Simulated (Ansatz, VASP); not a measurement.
**One calculation of SrTiO3, two programs**

```
Sr Ti O
1.0
     3.93640    0.00000    0.00000
     0.00000    3.93640    0.00000
     0.00000    0.00000    3.93640
Sr Ti O
1 1 3
Direct
  0.50000 0.50000 0.50000
  0.00000 0.00000 0.00000
  0.50000 0.00000 0.00000
  0.00000 0.50000 0.00000
  0.00000 0.00000 0.50000
```

Alike in both runs: task single point; functional PBE; k mesh 8 × 8 × 8; occupations gaussian, width 0.02 eV; no spin polarisation.

|  | VASP | Ansatz |
| --- | --- | --- |
| version | VASP 6.6.1 | Ansatz 0.2.0 |
| potentials or method | VASP PAW PBE potentials, release 64 (Sr_sv, Ti_sv, O), cutoff 520 eV | scalar-relativistic, plane waves, PAW |
| valence electrons in the cell | 40 | 40 |

Ansatz gave:

```
gap on the k mesh at the Fermi level (eV) : 1.84
least direct gap on the mesh (eV)         : 2.20
```

Question: Estimate VASP's values.

Answer: gap on the k mesh at the Fermi level (eV): 1.81; least direct gap on the mesh (eV): 2.18.

The functional is the same, so the differences come from potentials, cutoffs and numerics.
